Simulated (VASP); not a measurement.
Input of a VASP 6.6.1 run:

The input INCAR:

```
SYSTEM = Li
PREC = Accurate
ENCUT = 520
EDIFF = 1E-7
ISMEAR = -1
SIGMA = 0.1
LREAL = .FALSE.
LASPH = .TRUE.
NELM = 100
ALGO = Normal
ISIF = 2
LWAVE = .FALSE.
LCHARG = .TRUE.
GGA = CA
LELF = .TRUE.
LVHAR = .TRUE.
NBANDS = 8
```

The input KPOINTS:

```
Automatic mesh
0
G
  22 22 22
  0 0 0
```

Contents of POSCAR:

```
Li
1.0
    0.0000000000      2.0730942879      2.0730942879
    2.0730942879      0.0000000000      2.0730942879
    2.0730942879      2.0730942879      0.0000000000
Li
1
Direct
    0.0000000000      0.0000000000      0.0000000000
```

Potentials or basis: VASP PAW LDA potentials, release 64 (Li_sv).

Run with:

```sh
$ cat potpaw_LDA.64/Li_sv/POTCAR > POTCAR
$ mpirun -np 1 vasp_std > vasp.out
```

Task: Estimate the band gap on the k mesh.

Result: Zero (an odd number of electrons rules out a gap without spin polarisation).
